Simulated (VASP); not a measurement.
Set up this calculation in VASP 6.6.1, as the native input.

| Property | Result |
| --- | --- |
| Task | single point |
| Functional | LDA |
| Potentials or basis | VASP PAW LDA potentials, release 64 (Na_pv) |
| Cutoff | 400 eV |
| k mesh | 5 × 5 × 3 |
| Occupations | fermi-dirac, width 0.05 eV |
| Spin | no spin polarisation |
| Dipole correction | no |
| Further INCAR settings | ALGO = Normal; EDIFF = 1e-06; NBANDS = 14; NELMDL = -8 |

The structure of Na lies in POSCAR:

```
Na
1.0
    3.7670000000      0.0000000000      0.0000000000
   -1.8835000000      3.2623200000      0.0000000000
    0.0000000000      0.0000000000      8.1540000000
Na
2
Direct
    0.3333333333      0.6666666667      0.1886804023
    0.6666666667      0.3333333333      0.5660412068
```

One way to write it, as run:

INCAR

```
SYSTEM = Na
PREC = Accurate
ENCUT = 400
EDIFF = 1E-6
ISMEAR = -1
SIGMA = 0.05
LREAL = .False.
LASPH = .True.
NELM = 120
ALGO = Normal
ISIF = 2
LWAVE = .False.
LCHARG = .False.
GGA = CA
NBANDS = 14
GGA_COMPAT = .False.
NELMDL = -8
```

KPOINTS

```
Automatic mesh
0
Gamma
  5 5 3
  0 0 0
```

Potentials or basis: VASP PAW LDA potentials, release 64 (Na_pv).

Command:

```sh
$ cat potpaw_LDA.64/Na_pv/POTCAR > POTCAR
$ mpirun -np 1 vasp_std > vasp.out
```

It gave:

```
Largest force          : 0.108 eV/Å
Band gap on the k mesh : zero (bands 7 and 8 overlap by 2.67 eV)
```

Caveat: the k points lie up to 0.39 Å⁻¹ apart, too coarse for converged energies and pressures of a metal.

It took 11 s on 1 thread of AMD EPYC 7R43 64-Core Processor (Zen 3), on a shared host, peak memory 0.12 GiB.
